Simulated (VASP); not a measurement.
# Mg3TeSe2 (P-3m1) in VASP: relaxation of cell and atoms with PBE

Aim: the relaxation of cell and atoms of Mg3TeSe2 with PBE.

Program: VASP 6.6.1. These are calculated values, not measurements. Logs are shortened: lines on timing, memory, paths and dates and some standing lists are left out, and cuts for length are marked.

## 1. The cell of the first run

The structure is trigonal, space group P-3m1 (No. 164). Conventional cell: a = 4.008 Å, b = 4.008 Å, c = 9.823 Å, α = 90.00°, β = 90.00°, γ = 120.00°. Within 3.7 Å of Mg (site symmetry 3m) lie 3 Se at 2.79 Å and 3 Te at 2.92 Å. Within 3.7 Å of Mg (site symmetry -3m) lie 6 Se at 2.79 Å. Within 3.8 Å of Te (site symmetry -3m) lie 6 Mg at 2.92 Å. Within 3.7 Å of Se (site symmetry 3m) lie 6 Mg at 2.79 Å.

The cell was generated, and may not be a known phase.

## 2. Relaxation of cell and atoms, PBE

Contents of INCAR:

```
  ALGO = Normal
  EDIFF = 1E-6
  EDIFFG = -0.01
  ENCUT = 600
  GGA = PE
  IBRION = 2
  ISIF = 3
  ISMEAR = 0
  LASPH = True
  LCHARG = False
  LREAL = False
  LWAVE = False
  NELM = 60
  NSW = 100
  PREC = Accurate
  SIGMA = 0.02
```

Contents of KPOINTS:

```
k-points
0
Gamma
  12 12 4
```

Contents of POSCAR:

```
Mg3TeSe2
1.0
    4.0077262000      0.0000000000      0.0000000000
   -2.0038631000      3.4707927000      0.0000000000
    0.0000000000      0.0000000000      9.8229679000
Mg Te Se
3 1 2
Direct
    0.3333333000      0.6666667000      0.1817390000
    0.6666667000      0.3333333000      0.8182610000
    0.0000000000      0.0000000000      0.5000000000
    0.0000000000      0.0000000000      0.0000000000
    0.3333333000      0.6666667000      0.6593450000
    0.6666667000      0.3333333000      0.3406550000
```

Potentials or basis: VASP PAW PBE potentials, release 64 (Mg, Te, Se).

Started as:

```
$ cat potpaw_PBE.64/Mg/POTCAR potpaw_PBE.64/Te/POTCAR potpaw_PBE.64/Se/POTCAR > POTCAR
$ mpirun -np 1 vasp_std > vasp.out
```

OUTCAR:

```text
EDIFF = 1E-6
   EDIFFG = -0.01
   ENCUT = 600
   GGA = PE
   IBRION = 2
   ISIF = 3
   ISMEAR = 0
   LASPH = True
   LREAL = False
   NELM = 60
   NSW = 100
   PREC = Accurate

 ion  position               nearest neighbor table
   1  0.333  0.667  0.182-   6 2.79   6 2.79   6 2.79   4 2.92   4 2.92   4 2.92
   2  0.667  0.333  0.818-   5 2.79   5 2.79   5 2.79   4 2.92   4 2.92   4 2.92
   3  0.000  0.000  0.500-   5 2.79   6 2.79   5 2.79   6 2.79   6 2.79   5 2.79
   4  0.000  0.000  0.000-   1 2.92   2 2.92   1 2.92   2 2.92   2 2.92   1 2.92
   5  0.333  0.667  0.659-   2 2.79   2 2.79   2 2.79   3 2.79   3 2.79   3 2.79
   6  0.667  0.333  0.341-   1 2.79   1 2.79   1 2.79   3 2.79   3 2.79   3 2.79

  LATTYP: Found a hexagonal cell.
 ALAT       =     4.0077262000
 C/A-ratio  =     2.4510077310

  Lattice vectors:

 A1 = (   4.0077262000,   0.0000000000,   0.0000000000)
 A2 = (  -2.0038631000,   3.4707927000,   0.0000000000)
 A3 = (   0.0000000000,   0.0000000000,   9.8229679000)

Analysis of symmetry for initial positions (statically):
=====================================================================
 Subroutine PRICEL returns:
 Original cell was already a primitive cell.

 Routine SETGRP: Setting up the symmetry group for a
 hexagonal supercell.

 Subroutine GETGRP returns: Found 12 space group operations
 (whereof 12 operations were pure point group operations)
 out of a pool of 24 trial point group operations.

The static configuration has the point symmetry D_3d.

Analysis of symmetry for dynamics (positions and initial velocities):
=====================================================================
 Subroutine PRICEL returns:
 Original cell was already a primitive cell.

 Routine SETGRP: Setting up the symmetry group for a
 hexagonal supercell.

 Subroutine GETGRP returns: Found 12 space group operations
 (whereof 12 operations were pure point group operations)
 out of a pool of 24 trial point group operations.

The dynamic configuration has the point symmetry D_3d.

 Subroutine INISYM returns: Found 12 space group operations
 (whereof 12 operations are pure point group operations),
 and found     1 'primitive' translations

----------------------------------------------------------------------------------------

                                     Primitive cell

  volume of cell :     136.6374

  direct lattice vectors                    reciprocal lattice vectors
     4.007726200  0.000000000  0.000000000     0.249518043  0.144059310  0.000000000
    -2.003863100  3.470792700  0.000000000     0.000000000  0.288118619  0.000000000
     0.000000000  0.000000000  9.822967900     0.000000000  0.000000000  0.101802226

  length of vectors
     4.007726200  4.007726199  9.822967900     0.288118619  0.288118619  0.101802226

  position of ions in fractional coordinates (direct lattice)
     0.333333300  0.666666700  0.181739000
     0.666666700  0.333333300  0.818261000
     0.000000000  0.000000000  0.500000000
     0.000000000  0.000000000  0.000000000
     0.333333300  0.666666700  0.659345000
     0.666666700  0.333333300  0.340655000

  ion indices of the primitive-cell ions
   primitive index   ion index
                 1           1
                 2           2
                 3           3
                 4           4
                 5           5
                 6           6

----------------------------------------------------------------------------------------

 KPOINTS: k-points

Automatic generation of k-mesh.
 Grid dimensions read from file:
 generate k-points for:   12   12    4

 Generating k-lattice:

  Cartesian coordinates                     Fractional coordinates (reciprocal lattice)
     0.020793170  0.012004942  0.000000000     0.083333333  0.000000000  0.000000000
     0.000000000  0.024009885  0.000000000     0.000000000  0.083333333  0.000000000
     0.000000000  0.000000000  0.025450557     0.000000000  0.000000000  0.250000000

  Length of vectors
     0.024009885  0.024009885  0.025450557

  Shift w.r.t. Gamma in fractional coordinates (k-lattice)
     0.000000000  0.000000000  0.000000000

 Subroutine IBZKPT returns following result:
 ===========================================

 Found     69 irreducible k-points:

 Following reciprocal coordinates:
            Coordinates               Weight
  0.000000  0.000000  0.000000      1.000000
  0.083333 -0.000000  0.000000      6.000000
  0.166667 -0.000000  0.000000      6.000000
  0.250000  0.000000  0.000000      6.000000
  0.333333  0.000000  0.000000      6.000000
  0.416667  0.000000  0.000000      6.000000
[... 16 lines left out ...]
  0.166667 -0.000000  0.250000      6.000000
  0.000000  0.166667  0.250000      6.000000
 [... further k-points ...]
   k-points           NKPTS =     69   k-points in BZ     NKDIM =     69   number of bands    NBANDS=     16
   number of dos      NEDOS =    301   number of ions     NIONS =      6
   total plane-waves  NPLWV =  81920
   dimension x,y,z NGX =    32 NGY =   32 NGZ =   80
   dimension x,y,z NGXF=    64 NGYF=   64 NGZF=  160
   ions per type =               3   1   2
   NGX,Y,Z   is equivalent  to a cutoff of  13.27, 13.27, 13.54 a.u.
   NGXF,Y,Z  is equivalent  to a cutoff of  26.55, 26.55, 27.08 a.u.
 SYSTEM =  unknown system
   PREC   = accura    normal or accurate (medium, high low for compatibility)
   ISTART =      0    job   : 0-new  1-cont  2-samecut
   ICHARG =      2    charge: 1-file 2-atom 10-const
   ISPIN  =      1    spin polarized calculation?
   LNONCOLLINEAR =      F non collinear calculations
   LSORBIT =      F    spin-orbit coupling
   LASPH  =      T    aspherical Exc in radial PAW
   ENCUT  =  600.0 eV  44.10 Ry    6.64 a.u.   8.00  8.00 19.62*2*pi/ulx,y,z
   NELM   =     60;   NELMIN=  2; NELMDL= -5     # of ELM steps
   EDIFF  = 0.1E-05   stopping-criterion for ELM
   LREAL  =      F    real-space projection
   EDIFFG = -.1E-01   stopping-criterion for IOM
   NSW    =    100    number of steps for IOM
   IBRION =      2    ionic relax: 0-MD 1-quasi-New 2-CG
   NFREE  =      1    steps in history (QN), initial steepest desc. (CG)
   ISIF   =      3    stress and relaxation
   ISYM   =      2    0-nonsym 1-usesym 2-fastsym
   POTIM  = 0.5000    time-step for ionic-motion
   TEBEG  =    0.0;   TEEND  =   0.0 temperature during run
   PSTRESS=    0.0 pullay stress
   NELECT =      24.0000    total number of electrons
   NUPDOWN=      -1.0000    fix difference up-down
   EMIN   =  10.00;   EMAX   =-10.00  energy-range for DOS
   EFERMI =   0.00;   METHOD = LEGACY
   ISMEAR =     0;   SIGMA  =   0.02  broadening in eV -4-tet -1-fermi 0-gaus
   EFERMI_NEDOS =   21; number of points for ismear=-14 and -15
   IALGO  =     38    algorithm
   IMIX   =      4    mixing-type and parameters
     AMIX     =   0.40;   BMIX     =  1.00
     AMIX_MAG =   1.60;   BMIX_MAG =  1.00
  volume/ion in A,a.u.               =      22.77       153.68
  Fermi-wavevector in a.u.,A,eV,Ry     =   0.916830  1.732557 11.436745  0.840577
  Thomas-Fermi vector in A             =   2.041730
   LORBIT       =      0    0 simple, 1 ext, 2 COOP (PROOUT), +10 PAW based schemes
   GGA     = PE    functional components
   LHFCALC =     F    Hartree Fock is set to
   AEXX    =    0.0000 exact exchange contribution
   IVDW    =     0    specifies the selected vdW correction
   LEPSILON=     F    determine dielectric tensor
   LRPA    =     F    only Hartree local field effects (RPA)
 conjugate gradient relaxation of ions
 non-spin polarized calculation
 Gauss-broadening in eV      SIGMA  =   0.02
  energy-cutoff  :      600.00
  volume of cell :      136.64
 maximum number of plane-waves:      4588
   NGX = 17   NGY = 17   NGZ = 39

--------------------------------------- Ionic step        1  -------------------------------------------

 number of electron      23.9999999 magnetization

 Free energy of the ion-electron system (eV)
  ---------------------------------------------------
  ext. energy  EPLUGINS =         0.00000000
  ---------------------------------------------------
  free energy    TOTEN  =       -21.09888824 eV

  energy without entropy =      -21.09888824  energy(sigma->0) =      -21.09888824

------------------------ aborting loop because EDIFF is reached ----------------------------------------

  FORCE on cell =-STRESS in cart. coord.  units (eV):
  Direction    XX          YY          ZZ          XY          YZ          ZX
  --------------------------------------------------------------------------------------
  -------------------------------------------------------------------------------------
  Total       -0.0787310     -0.0787310     -0.0789665      0.0000000      0.0000000      0.0000000
  in kB       -0.9231807     -0.9231807     -0.9259421      0.0000000      0.0000000      0.0000000
  external PRESSURE =      -0.9241012 kB  Pullay stress =       0.0000000 kB

 VOLUME and BASIS-vectors are now :
 -----------------------------------------------------------------------------
  energy-cutoff  :      600.00
  volume of cell :      136.64
      direct lattice vectors                 reciprocal lattice vectors
     4.007726200  0.000000000  0.000000000     0.249518043  0.144059310  0.000000000
    -2.003863100  3.470792700  0.000000000     0.000000000  0.288118619  0.000000000
     0.000000000  0.000000000  9.822967900     0.000000000  0.000000000  0.101802226

 POSITION                                       TOTAL-FORCE (eV/Angst)
 -----------------------------------------------------------------------------------
     -0.00000      2.31386      1.78522        -0.000000      0.000000      0.006958
      2.00386      1.15693      8.03775        -0.000000      0.000000     -0.006958
      0.00000      0.00000      4.91148        -0.000000      0.000000     -0.000000
      0.00000      0.00000      0.00000        -0.000000      0.000000     -0.000000
     -0.00000      2.31386      6.47672         0.000000     -0.000000     -0.000435
      2.00386      1.15693      3.34624        -0.000000      0.000000      0.000435
 -----------------------------------------------------------------------------------
    total drift:                               -0.000000      0.000000     -0.000000

  FREE ENERGIE OF THE ION-ELECTRON SYSTEM (eV)
  ---------------------------------------------------
  free  energy   TOTEN  =       -21.0988882407 eV

  energy  without entropy=      -21.0988882407  energy(sigma->0) =      -21.09888824

--------------------------------------- Ionic step        2  -------------------------------------------

 number of electron      23.9999999 magnetization

 Free energy of the ion-electron system (eV)
  ---------------------------------------------------
  ext. energy  EPLUGINS =         0.00000000
  ---------------------------------------------------
  free energy    TOTEN  =       -21.09896426 eV

  energy without entropy =      -21.09896426  energy(sigma->0) =      -21.09896426

 E-fermi :   4.4300     XC(G=0):  -9.2518

 val. band max:        4.3285735532   @ k =   0.0000   0.0000   0.0000
 cond. band min:       4.7998714534   @ k =   0.5000   0.0000   0.0000
 fundamental gap:      0.4712979003
 Fermi energy:         4.4299877293

 k-point     1 :       0.0000    0.0000    0.0000
  band No.  band energies     occupation
      1      -9.1724      2.00000
      2      -8.6213      2.00000
      3      -7.0201      2.00000
      4      -0.3667      2.00000
      5      -0.3249      2.00000
      6       2.6452      2.00000
[... 8 lines left out ...]
     15       8.0516      0.00000
     16       9.3599      0.00000
[... 419 lines left out ...]
 k-point    24 :       0.0000    0.1667    0.2500
  band No.  band energies     occupation
      1      -8.9957      2.00000
      2      -8.5351      2.00000
      3      -6.7989      2.00000
      4      -0.7418      2.00000
      5       0.4216      2.00000
      6       1.6717      2.00000
[... 8 lines left out ...]
     15       8.2125      0.00000
     16       9.1577      0.00000

 [... further k-points ...]

------------------------ aborting loop because EDIFF is reached ----------------------------------------

  FORCE on cell =-STRESS in cart. coord.  units (eV):
  Direction    XX          YY          ZZ          XY          YZ          ZX
  --------------------------------------------------------------------------------------
  -------------------------------------------------------------------------------------
  Total       -0.0017818     -0.0017818     -0.0020277     -0.0000000     -0.0000000      0.0000000
  in kB       -0.0209325     -0.0209325     -0.0238217     -0.0000000     -0.0000000      0.0000000
  external PRESSURE =      -0.0218956 kB  Pullay stress =       0.0000000 kB

 VOLUME and BASIS-vectors are now :
 -----------------------------------------------------------------------------
  energy-cutoff  :      600.00
  volume of cell :      136.38
      direct lattice vectors                 reciprocal lattice vectors
     4.005189182  0.000000000  0.000000000     0.249676096  0.144150561  0.000000000
    -2.002594591  3.468595578  0.000000000     0.000000000  0.288301123  0.000000000
     0.000000000  0.000000000  9.816731049     0.000000000 -0.000000000  0.101866904

 POSITION                                       TOTAL-FORCE (eV/Angst)
 -----------------------------------------------------------------------------------
     -0.00000      2.31240      1.78442         0.000000      0.000000      0.005456
      2.00259      1.15620      8.03231         0.000000     -0.000000     -0.005456
      4.00519      0.00000      4.90837         0.000000      0.000000      0.000000
      4.00519      0.00000      9.81673         0.000000      0.000000      0.000000
     -0.00000      2.31240      6.47259         0.000000     -0.000000     -0.001013
      2.00259      1.15620      3.34414        -0.000000      0.000000      0.001013
 -----------------------------------------------------------------------------------
    total drift:                               -0.000000     -0.000000     -0.000000

  FREE ENERGIE OF THE ION-ELECTRON SYSTEM (eV)
  ---------------------------------------------------
  free  energy   TOTEN  =       -21.0989642550 eV

  energy  without entropy=      -21.0989642550  energy(sigma->0) =      -21.09896426

 reached required accuracy - stopping structural energy minimisation
```

It took 6.3 min on 1 thread of Intel Xeon 8259CL, shared host; peak memory 0.45 GiB.

Results:

| Property | Result |
| --- | --- |
| Free energy | -21.0990 eV |
| Relaxed volume | 22.73 Å³/atom |
| Relaxed cell | a = 4.005 Å, b = 4.005 Å, c = 9.817 Å, α = 90.00°, β = 90.00°, γ = 120.00° |
| Space group after relaxing (to 0.1 Å) | P-3m1 (No. 164) |
| Energy gained by relaxing | 0.0 meV/atom |
| Ionic steps | 2 |
| Pressure after relaxing | 0.0 GPa |
| Largest force after relaxing | 0.005 eV/Å |
| Band gap on the k mesh | 0.47 eV (least direct gap 1.20 eV) |

Forces in eV/Å, atoms in the order of the input:
```
Mg   0.000  0.000  0.005
Mg   0.000  0.000 -0.005
Mg   0.000  0.000  0.000
Te   0.000  0.000  0.000
Se   0.000  0.000 -0.001
Se   0.000  0.000  0.001
```

Final structure:
```yaml
crystal:
  lattice:
    - [4.00519, 0.00000, 0.00000]
    - [-2.00259, 3.46860, 0.00000]
    - [0.00000, 0.00000, 9.81673]
  atoms:
    - { symbol: Mg, position: [0.33333, 0.66667, 0.18177] }
    - { symbol: Mg, position: [0.66667, 0.33333, 0.81823] }
    - { symbol: Mg, position: [0.00000, 0.00000, 0.50000] }
    - { symbol: Te, position: [0.00000, 0.00000, 0.00000] }
    - { symbol: Se, position: [0.33333, 0.66667, 0.65934] }
    - { symbol: Se, position: [0.66667, 0.33333, 0.34066] }
```

Caveat: semilocal functionals underestimate gaps, and a narrow one can read as zero; spin-orbit coupling is left out, which moves the levels of the heavy elements.
